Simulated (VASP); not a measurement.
# CsPbBr3 (Pm-3m) in VASP: notebook

Aim: see how the results for CsPbBr3 move with the level of theory and the settings. Levels: LDA, PBEsol, PBE. Tasks: single point.

Program: VASP 6.6.1. These are calculated values, not measurements. Logs are shortened: lines on timing, memory, paths and dates and some standing lists are left out, and cuts for length are marked.

## (1) The cell of the first run

The structure is cubic, space group Pm-3m (No. 221). The conventional cell has a = 5.784 Å, b = 5.784 Å, c = 5.784 Å, α = 90.00°, β = 90.00°, γ = 90.00°. Cs (site symmetry m-3m) has 12 Br at 4.09 Å and 8 Pb at 5.01 Å within 5.4 Å. Pb (site symmetry m-3m) has 6 Br at 2.89 Å within 3.8 Å. Br (site symmetry 4/mmm) has 2 Pb at 2.89 Å within 3.8 Å.

## (2) Single point, LDA

Input file INCAR:

```
SYSTEM = CsPbBr3
  ALGO = Normal
  EDIFF = 1E-6
  ENCUT = 520
  ISIF = 2
  ISMEAR = -1
  LASPH = .TRUE.
  LCHARG = .FALSE.
  LREAL = .FALSE.
  LWAVE = .FALSE.
  NBANDS = 30
  NELM = 80
  PREC = Accurate
  SIGMA = 0.02
```

Input file KPOINTS:

```
k-points
0
G
  4 4 4
  0 0 0
```

Input file POSCAR:

```
CsPbBr3
1.0
    5.7838013099      0.0000000000      0.0000000000
    0.0000000000      5.7838013099      0.0000000000
    0.0000000000      0.0000000000      5.7838013099
Cs Pb Br
1 1 3
Direct
    0.0000000000      0.0000000000      0.0000000000
    0.5000000000      0.5000000000      0.5000000000
    0.5000000000      0.5000000000      0.0000000000
    0.5000000000      0.0000000000      0.5000000000
    0.0000000000      0.5000000000      0.5000000000
```

Potentials or basis: VASP PAW LDA potentials, release 64 (Cs_sv, Pb_d, Br).

On the command line:

```bash
$ cat potpaw_LDA.64/Cs_sv/POTCAR potpaw_LDA.64/Pb_d/POTCAR potpaw_LDA.64/Br/POTCAR > POTCAR
$ mpirun -np 1 vasp_std > vasp.out
```

OUTCAR:

```text
SYSTEM = CsPbBr3
   EDIFF = 1E-6
   ENCUT = 520
   ISIF = 2
   ISMEAR = -1
   LASPH = .TRUE.
   LREAL = .FALSE.
   NELM = 80
   PREC = Accurate

 ion  position               nearest neighbor table
   1  0.000  0.000  0.000-
   2  0.500  0.500  0.500-   3 2.89   4 2.89   5 2.89   3 2.89   4 2.89   5 2.89
   3  0.500  0.500  0.000-   2 2.89   2 2.89
   4  0.500  0.000  0.500-   2 2.89   2 2.89
   5  0.000  0.500  0.500-   2 2.89   2 2.89

  LATTYP: Found a simple cubic cell.
 ALAT       =     5.7838013099

  Lattice vectors:

 A1 = (   5.7838013099,   0.0000000000,   0.0000000000)
 A2 = (   0.0000000000,   5.7838013099,   0.0000000000)
 A3 = (   0.0000000000,   0.0000000000,   5.7838013099)

Analysis of symmetry for initial positions (statically):
=====================================================================
 Subroutine PRICEL returns:
 Original cell was already a primitive cell.

 Routine SETGRP: Setting up the symmetry group for a
 simple cubic supercell.

 Subroutine GETGRP returns: Found 48 space group operations
 (whereof 48 operations were pure point group operations)
 out of a pool of 48 trial point group operations.

The static configuration has the point symmetry O_h .

Analysis of symmetry for dynamics (positions and initial velocities):
=====================================================================
 Subroutine PRICEL returns:
 Original cell was already a primitive cell.

 Routine SETGRP: Setting up the symmetry group for a
 simple cubic supercell.

 Subroutine GETGRP returns: Found 48 space group operations
 (whereof 48 operations were pure point group operations)
 out of a pool of 48 trial point group operations.

The dynamic configuration has the point symmetry O_h .

 Subroutine INISYM returns: Found 48 space group operations
 (whereof 48 operations are pure point group operations),
 and found     1 'primitive' translations

----------------------------------------------------------------------------------------

                                     Primitive cell

  volume of cell :     193.4818

  direct lattice vectors                    reciprocal lattice vectors
     5.783801310  0.000000000  0.000000000     0.172896672  0.000000000  0.000000000
     0.000000000  5.783801310  0.000000000     0.000000000  0.172896672  0.000000000
     0.000000000  0.000000000  5.783801310     0.000000000  0.000000000  0.172896672

  length of vectors
     5.783801310  5.783801310  5.783801310     0.172896672  0.172896672  0.172896672

  position of ions in fractional coordinates (direct lattice)
     0.000000000  0.000000000  0.000000000
     0.500000000  0.500000000  0.500000000
     0.500000000  0.500000000  0.000000000
     0.500000000  0.000000000  0.500000000
     0.000000000  0.500000000  0.500000000

  ion indices of the primitive-cell ions
   primitive index   ion index
                 1           1
                 2           2
                 3           3
                 4           4
                 5           5

----------------------------------------------------------------------------------------

 KPOINTS: k-points

Automatic generation of k-mesh.
 Grid dimensions read from file:
 generate k-points for:    4    4    4

 Generating k-lattice:

  Cartesian coordinates                     Fractional coordinates (reciprocal lattice)
     0.043224168  0.000000000  0.000000000     0.250000000  0.000000000  0.000000000
     0.000000000  0.043224168  0.000000000     0.000000000  0.250000000  0.000000000
     0.000000000  0.000000000  0.043224168     0.000000000  0.000000000  0.250000000

  Length of vectors
     0.043224168  0.043224168  0.043224168

  Shift w.r.t. Gamma in fractional coordinates (k-lattice)
     0.000000000  0.000000000  0.000000000

 Subroutine IBZKPT returns following result:
 ===========================================

 Found     10 irreducible k-points:

 Following reciprocal coordinates:
            Coordinates               Weight
  0.000000  0.000000  0.000000      1.000000
  0.250000  0.000000  0.000000      6.000000
  0.500000  0.000000  0.000000      3.000000
  0.250000  0.250000  0.000000     12.000000
  0.500000  0.250000  0.000000     12.000000
  0.500000  0.500000  0.000000      3.000000
  0.250000  0.250000  0.250000      8.000000
  0.500000  0.250000  0.250000     12.000000
  0.500000  0.500000  0.250000      6.000000
  0.500000  0.500000  0.500000      1.000000
   k-points           NKPTS =     10   k-points in BZ     NKDIM =     10   number of bands    NBANDS=     30
   number of dos      NEDOS =    301   number of ions     NIONS =      5
   total plane-waves  NPLWV = 110592
   dimension x,y,z NGX =    48 NGY =   48 NGZ =   48
   dimension x,y,z NGXF=    96 NGYF=   96 NGZF=   96
   ions per type =               1   1   3
   NGX,Y,Z   is equivalent  to a cutoff of  13.80, 13.80, 13.80 a.u.
   NGXF,Y,Z  is equivalent  to a cutoff of  27.59, 27.59, 27.59 a.u.
 SYSTEM =  CsPbBr3
   PREC   = accura    normal or accurate (medium, high low for compatibility)
   ISTART =      0    job   : 0-new  1-cont  2-samecut
   ICHARG =      2    charge: 1-file 2-atom 10-const
   ISPIN  =      1    spin polarized calculation?
   LNONCOLLINEAR =      F non collinear calculations
   LSORBIT =      F    spin-orbit coupling
   LASPH  =      T    aspherical Exc in radial PAW
   ENCUT  =  520.0 eV  38.22 Ry    6.18 a.u.  10.75 10.75 10.75*2*pi/ulx,y,z
   NELM   =     80;   NELMIN=  2; NELMDL= -5     # of ELM steps
   EDIFF  = 0.1E-05   stopping-criterion for ELM
   LREAL  =      F    real-space projection
   EDIFFG = 0.1E-04   stopping-criterion for IOM
   NSW    =      0    number of steps for IOM
   IBRION =     -1    ionic relax: 0-MD 1-quasi-New 2-CG
   NFREE  =      0    steps in history (QN), initial steepest desc. (CG)
   ISIF   =      2    stress and relaxation
   ISYM   =      2    0-nonsym 1-usesym 2-fastsym
   POTIM  = 0.5000    time-step for ionic-motion
   TEBEG  =    0.0;   TEEND  =   0.0 temperature during run
   PSTRESS=    0.0 pullay stress
   NELECT =      44.0000    total number of electrons
   NUPDOWN=      -1.0000    fix difference up-down
   EMIN   =  10.00;   EMAX   =-10.00  energy-range for DOS
   EFERMI =   0.00;   METHOD = LEGACY
   ISMEAR =    -1;   SIGMA  =   0.02  broadening in eV -4-tet -1-fermi 0-gaus
   EFERMI_NEDOS =   21; number of points for ismear=-14 and -15
   IALGO  =     38    algorithm
   IMIX   =      4    mixing-type and parameters
     AMIX     =   0.40;   BMIX     =  1.00
     AMIX_MAG =   1.60;   BMIX_MAG =  1.00
  volume/ion in A,a.u.               =      38.70       261.14
  Fermi-wavevector in a.u.,A,eV,Ry     =   0.999261  1.888330 13.585729  0.998523
  Thomas-Fermi vector in A             =   2.131540
   LORBIT       =      0    0 simple, 1 ext, 2 COOP (PROOUT), +10 PAW based schemes
   GGA     = CA    functional components
   LHFCALC =     F    Hartree Fock is set to
   AEXX    =    0.0000 exact exchange contribution
   IVDW    =     0    specifies the selected vdW correction
   LEPSILON=     F    determine dielectric tensor
   LRPA    =     F    only Hartree local field effects (RPA)
 non-spin polarized calculation
  energy-cutoff  :      520.00
  volume of cell :      193.48
 maximum number of plane-waves:      5248
 NGX is ok and might be reduce to    48
   NGX = 21   NGY = 21   NGZ = 21

 number of electron      44.0000013 magnetization

 Free energy of the ion-electron system (eV)
  ---------------------------------------------------
  ext. energy  EPLUGINS =         0.00000000
  ---------------------------------------------------
  free energy    TOTEN  =       -17.80326859 eV

  energy without entropy =      -17.80326859  energy(sigma->0) =      -17.80326859

 E-fermi :   2.1532     XC(G=0):  -8.2414

 val. band max:        1.6973372705   @ k =   0.5000   0.5000   0.5000
 cond. band min:       2.8551938451   @ k =   0.5000   0.5000   0.5000
 fundamental gap:      1.1578565746
 Fermi energy:         2.1531588652

 k-point     1 :       0.0000    0.0000    0.0000
  band No.  band energies     occupation
      1     -19.9035      2.00000
      2     -15.3807      2.00000
      3     -15.3807      2.00000
      4     -15.1585      2.00000
      5     -15.1585      2.00000
      6     -15.1585      2.00000
[... 22 lines left out ...]
     29       7.6662      0.00000
     30       7.6662      0.00000

 k-point     2 :       0.2500    0.0000    0.0000
  band No.  band energies     occupation
      1     -19.9027      2.00000
      2     -15.3807      2.00000
      3     -15.3395      2.00000
      4     -15.1592      2.00000
      5     -15.1592      2.00000
      6     -15.1585      2.00000
[... 22 lines left out ...]
     29       6.4692      0.00000
     30       7.5258      0.00000

 k-point     3 :       0.5000    0.0000    0.0000
  band No.  band energies     occupation
      1     -19.9019      2.00000
      2     -15.3806      2.00000
      3     -15.2971      2.00000
      4     -15.1600      2.00000
      5     -15.1600      2.00000
      6     -15.1585      2.00000
[... 22 lines left out ...]
     29       6.8274      0.00000
     30       7.5252      0.00000

 k-point     4 :       0.2500    0.2500    0.0000
  band No.  band energies     occupation
      1     -19.9020      2.00000
      2     -15.3608      2.00000
      3     -15.3162      2.00000
      4     -15.1599      2.00000
      5     -15.1592      2.00000
      6     -15.1592      2.00000
[... 22 lines left out ...]
     29       6.7107      0.00000
     30       7.2486      0.00000

 k-point     5 :       0.5000    0.2500    0.0000
  band No.  band energies     occupation
      1     -19.9013      2.00000
      2     -15.3555      2.00000
      3     -15.2766      2.00000
      4     -15.1606      2.00000
      5     -15.1599      2.00000
      6     -15.1592      2.00000
[... 22 lines left out ...]
     29       6.9974      0.00000
     30       7.4694      0.00000

 k-point     6 :       0.5000    0.5000    0.0000
  band No.  band energies     occupation
      1     -19.9006      2.00000
      2     -15.3419      2.00000
      3     -15.2428      2.00000
      4     -15.1613      2.00000
      5     -15.1599      2.00000
      6     -15.1599      2.00000
[... 22 lines left out ...]
     29       7.4929      0.00000
     30       7.6139      0.00000

 k-point     7 :       0.2500    0.2500    0.2500
  band No.  band energies     occupation
      1     -19.9013      2.00000
      2     -15.3161      2.00000
      3     -15.3161      2.00000
      4     -15.1599      2.00000
      5     -15.1599      2.00000
      6     -15.1599      2.00000
[... 22 lines left out ...]
     29       7.2778      0.00000
     30       7.2791      0.00000

 k-point     8 :       0.5000    0.2500    0.2500
  band No.  band energies     occupation
      1     -19.9007      2.00000
      2     -15.3160      2.00000
      3     -15.2694      2.00000
      4     -15.1606      2.00000
      5     -15.1606      2.00000
      6     -15.1599      2.00000
[... 22 lines left out ...]
     29       7.0635      0.00000
     30       7.1176      0.00000

 k-point     9 :       0.5000    0.5000    0.2500
  band No.  band energies     occupation
      1     -19.9001      2.00000
      2     -15.2937      2.00000
      3     -15.2428      2.00000
      4     -15.1613      2.00000
      5     -15.1606      2.00000
      6     -15.1606      2.00000
[... 22 lines left out ...]
     29       6.7405      0.00000
     30       7.2869      0.00000

 k-point    10 :       0.5000    0.5000    0.5000
  band No.  band energies     occupation
      1     -19.8995      2.00000
      2     -15.2428      2.00000
      3     -15.2428      2.00000
      4     -15.1613      2.00000
      5     -15.1613      2.00000
      6     -15.1613      2.00000
[... 22 lines left out ...]
     29       6.4637      0.00000
     30       7.7691      0.00000

------------------------ aborting loop because EDIFF is reached ----------------------------------------

  FORCE on cell =-STRESS in cart. coord.  units (eV):
  Direction    XX          YY          ZZ          XY          YZ          ZX
  --------------------------------------------------------------------------------------
  -------------------------------------------------------------------------------------
  Total        0.0084707      0.0084707      0.0084707      0.0000000      0.0000000      0.0000000
  in kB        0.0701435      0.0701435      0.0701435      0.0000000      0.0000000      0.0000000
  external PRESSURE =       0.0701435 kB  Pullay stress =       0.0000000 kB

 VOLUME and BASIS-vectors are now :
 -----------------------------------------------------------------------------
  energy-cutoff  :      520.00
  volume of cell :      193.48
      direct lattice vectors                 reciprocal lattice vectors
     5.783801310  0.000000000  0.000000000     0.172896672  0.000000000  0.000000000
     0.000000000  5.783801310  0.000000000     0.000000000  0.172896672  0.000000000
     0.000000000  0.000000000  5.783801310     0.000000000  0.000000000  0.172896672

 POSITION                                       TOTAL-FORCE (eV/Angst)
 -----------------------------------------------------------------------------------
      0.00000      0.00000      0.00000         0.000000      0.000000      0.000000
      2.89190      2.89190      2.89190         0.000000      0.000000      0.000000
      2.89190      2.89190      0.00000         0.000000      0.000000      0.000000
      2.89190      0.00000      2.89190         0.000000      0.000000      0.000000
      0.00000      2.89190      2.89190         0.000000      0.000000      0.000000
 -----------------------------------------------------------------------------------
    total drift:                                0.000000     -0.000000     -0.000000

  FREE ENERGIE OF THE ION-ELECTRON SYSTEM (eV)
  ---------------------------------------------------
  free  energy   TOTEN  =       -17.8032685917 eV

  energy  without entropy=      -17.8032685917  energy(sigma->0) =      -17.80326859
```

It took 39 s on 1 thread of AMD EPYC 9R45 (Zen 5), shared host; peak memory 0.25 GiB.

What came out:

- Free energy: -17.8033 eV
- Pressure: 0.0 GPa
- Band gap on the k mesh: 1.16 eV

Caveat: spin-orbit coupling is left out, which moves the levels of the heavy elements.

## (3) Single point, PBEsol

This run uses another cell than the first one, of 40.71 Å³/atom.

Input file INCAR:

```
ALGO = Normal
EDIFF = 1E-6
ENCUT = 520
GGA = PS
ISIF = 2
ISMEAR = -1
LASPH = True
LCHARG = False
LREAL = False
LWAVE = False
NBANDS = 30
NELM = 80
PREC = Accurate
SIGMA = 0.02
```

Input file KPOINTS:

```
k-points
0
Gamma
  4 4 4
```

Edit POSCAR of step 2 so:

```diff
@@ -2,5 +2,5 @@
 1.0
-    5.7838013099      0.0000000000      0.0000000000
-    0.0000000000      5.7838013099      0.0000000000
-    0.0000000000      0.0000000000      5.7838013099
+    5.8822024688      0.0000000000      0.0000000000
+    0.0000000000      5.8822024688      0.0000000000
+    0.0000000000      0.0000000000      5.8822024688
 Cs Pb Br
```

Potentials or basis: VASP PAW PBE potentials, release 64 (Cs_sv, Pb_d, Br).

On the command line:

```bash
$ cat potpaw_PBE.64/Cs_sv/POTCAR potpaw_PBE.64/Pb_d/POTCAR potpaw_PBE.64/Br/POTCAR > POTCAR
$ mpirun -np 1 vasp_std > vasp.out
```

It took 51 s on 1 thread of AMD EPYC 9R45 (Zen 5), shared host; peak memory 0.31 GiB.

The run converged. Its results:

| Item | Value |
| --- | --- |
| Free energy | -16.7745 eV |
| Pressure | 0.0 GPa |
| Band gap on the k mesh | 1.45 eV |

Levels at points of the mesh, in eV from the valence-band top:
```csv
k point,band 18,band 19,band 20,band 21,band 22,band 23,band 24,band 25,band 26,band 27
"(0.00, 0.00, 0.00)",-2.12,-2.12,-2.01,-2.01,-2.01,2.91,4.06,4.06,4.80,4.80
"(0.50, 0.00, 0.00)",-2.27,-2.26,-2.12,-2.12,-1.42,2.50,4.38,4.96,5.09,5.24
"(0.50, 0.50, 0.00)",-2.35,-2.35,-2.24,-1.65,-0.70,2.01,2.01,4.80,5.13,5.53
"(0.50, 0.50, 0.50)",-2.24,-1.63,-1.63,-1.63,0.00,1.45,1.45,1.45,4.42,5.15
```

Caveat: the PAW data sets were made with another functional, which shifts forces and pressure a little; spin-orbit coupling is left out, which moves the levels of the heavy elements. A k mesh can miss the band edges.

(Continued in part 2 of 2.)
